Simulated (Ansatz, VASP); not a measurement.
Ga in VASP and in Ansatz

INCAR

```
SYSTEM = Ga
PREC = Accurate
ENCUT = 520
EDIFF = 1E-7
ISMEAR = -1
SIGMA = 0.03
LREAL = .False.
LASPH = .True.
NELM = 60
ALGO = Normal
ISIF = 2
LWAVE = .False.
LCHARG = .False.
GGA = PE
NBANDS = 12
```

KPOINTS

```
regular mesh
0
Gamma
  16 16 16
  0 0 0
```

Contents of POSCAR:

```
Ga
1.0
   -1.3898172122      1.3898172122      2.2064833090
    1.3898172122     -1.3898172122      2.2064833090
    1.3898172122      1.3898172122     -2.2064833090
Ga
1
Direct
    0.0000000000      0.0000000000      0.0000000000
```

Input for Ansatz:

```yaml
crystal:
  lattice:
    - [-1.3898172122, 1.3898172122, 2.206483309]
    - [1.3898172122, -1.3898172122, 2.206483309]
    - [1.3898172122, 1.3898172122, -2.206483309]
  atoms:
    - { symbol: Ga, position: [0.0, 0.0, 0.0] }
kpoints:
  mp_grid: { grid: [16, 16, 16] }
scf:
  occupations: { method: fermi_dirac, width: 0.03 }
hamiltonian:
  xc: pbe
  pseudopotentials: { kind: all_electron, lapw: { basis_error: 0.001 } }
output:
  forces: true
  stress: true
  eigenvalues: true
```

Change from the starting cell: volume scaled by 0.97.

Alike in both runs: task single point; functional PBE; k mesh 16 × 16 × 16; occupations fermi-dirac, width 0.03 eV; no spin polarisation.

```csv
,VASP,Ansatz
version,VASP 6.6.1,Ansatz 0.2.0
potentials or method,"VASP PAW PBE potentials, release 64 (Ga_d), cutoff 520 eV","all-electron LAPW, scalar-relativistic"
```

VASP gave:

```
pressure (GPa)                                                : 6.9
traceless stress, the component that is largest in VASP (GPa) : -0.84
```

Task: Which values does Ansatz return?

Result: Pressure (GPa): 6.8; traceless stress, the component that is largest in VASP (GPa): -0.81.

Ansatz ran all-electron here, and VASP with PAW potentials.
